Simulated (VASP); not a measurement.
Mo: single point with PBE+D3(BJ)

Mo:

```xyz
1
Lattice="2.5056 0.0000 0.0000 0.0000 2.5056 0.0000 0.0000 0.0000 2.5056" Properties=species:S:1:pos:R:3 pbc="T T T"
Mo    0.0000    0.0000    0.0000
```

This isn't the form of Mo at room conditions, which is bcc.

| Item | Value |
| --- | --- |
| Program | VASP 6.6.1 |
| Task | single point |
| Functional | PBE |
| Dispersion | D3(BJ) |
| Potentials or basis | VASP PAW PBE potentials, release 64 (Mo_sv) |
| Cutoff | 520 eV |
| k mesh | 10 × 10 × 10 |
| Occupations | gaussian, width 0.1 eV |
| Spin | no spin polarisation |
| Dipole correction | no |
| Further INCAR settings | ALGO = Normal; EDIFF = 1e-06; NBANDS = 13 |

```yaml
Pressure: 20.8 GPa
Band_gap_on_the_k_mesh: zero (bands 7 and 8 overlap by 2.59 eV)
Dispersion_energy_per_atom: -0.710 eV
```

Levels at points of the mesh, in eV from the Fermi level:
| k point | band 4 | band 5 | band 6 | band 7 | band 8 | band 9 | band 10 | band 11 |
| --- | --- | --- | --- | --- | --- | --- | --- | --- |
| (0.00, 0.00, 0.00) | -34.18 | -6.87 | -4.81 | -4.81 | 4.44 | 4.44 | 4.44 | 16.42 |
| (0.50, 0.00, 0.00) | -33.99 | -3.77 | -3.69 | 0.15 | 0.63 | 0.63 | 4.84 | 10.49 |
| (0.50, 0.50, 0.00) | -33.80 | -6.23 | -2.47 | 1.42 | 1.42 | 6.41 | 6.41 | 7.07 |
| (0.50, 0.50, 0.50) | -35.62 | -4.41 | -4.41 | -4.41 | 7.34 | 7.34 | 7.40 | 14.43 |

Run time: 6.7 s on 1 thread of Intel(R) Xeon(R) Platinum 8259CL CPU @ 2.50GHz (Skylake/Cascade Lake), with other jobs on the host, peak memory 0.13 GiB.

Caveat: the cell stands under pressure.
